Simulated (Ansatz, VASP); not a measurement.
## Al in VASP and in Ansatz

```
CELL_PARAMETERS angstrom
-1.59122 1.59122 1.63896
1.59122 -1.59122 1.63896
1.59122 1.59122 -1.63896
ATOMIC_POSITIONS crystal
Al 0.00000 0.00000 0.00000
```

Change from the starting cell: strain +0.000 along x and y, +0.030 along z, atoms carried along.

Alike in both runs: task single point; functional r2SCAN; k mesh 20 × 20 × 20; occupations gaussian, width 0.15 eV; no spin polarisation.

|  | VASP | Ansatz |
| --- | --- | --- |
| version | VASP 6.6.1 | Ansatz 0.2.0 |
| potentials or method | VASP PAW PBE potentials, release 64 (Al), cutoff 520 eV | scalar-relativistic, plane waves, PAW |
| valence electrons in the cell | 3 | 3 |

```tsv
	VASP	Ansatz	Ansatz less VASP
gap on the k mesh at the Fermi level (eV)	none	none	-
pressure (GPa)	-2.2	-1.9	+0.29
traceless stress, the component that is largest in VASP (GPa)	0.93	0.93	0.000
```

VASP's potentials were made for PBE, not for r2SCAN. A gap of «none» marks a metal or a gap that the smearing closes. With one functional, cell and mesh, what is left measures potentials, basis and numerics.
